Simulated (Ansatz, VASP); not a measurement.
Be2ZnSe3 in VASP and in Ansatz

```
Be Zn Se
1.0
     3.55806    0.00000    0.00000
    -1.77903    3.08137    0.00000
     0.00000    0.00000   18.13305
Be Zn Se
4 2 6
Direct
  0.33333 0.66667 0.92070
  0.66667 0.33333 0.07930
  0.66667 0.33333 0.42070
  0.33333 0.66667 0.57930
  0.00000 0.00000 0.25000
  0.00000 0.00000 0.75000
  0.00000 0.00000 0.00000
  0.33333 0.66667 0.15235
  0.33333 0.66667 0.34765
  0.00000 0.00000 0.50000
  0.66667 0.33333 0.65235
  0.66667 0.33333 0.84765
```

Change from the starting cell: species swapped into the Ti3SnC2 type (P6_3/mmc, No. 194).

Alike in both runs: functional PBE; k mesh 6 × 6 × 1; occupations gaussian, width 0.1 eV; no spin polarisation.

Ansatz relaxed the structure, and its values are those at the end. VASP's run is a single point on that final structure, the one shown.

```csv
,VASP,Ansatz
version,VASP 6.6.1,Ansatz 0.2.0
potentials or method,"VASP PAW PBE potentials, release 64 (Be, Zn, Se), cutoff 520 eV","scalar-relativistic, plane waves, PAW"
valence electrons in the cell,68,128
```

|  | VASP | Ansatz | Ansatz less VASP |
| --- | --- | --- | --- |
| gap on the k mesh at the Fermi level (eV) | none | none | - |
| pressure (GPa) | 0.2 | 0.0 | -0.15 |

A gap of «none» marks a metal or a gap that the smearing closes. VASP's potentials hold 68 valence electrons a cell and Ansatz's 128, so a difference there can come from the potentials and not from the codes.
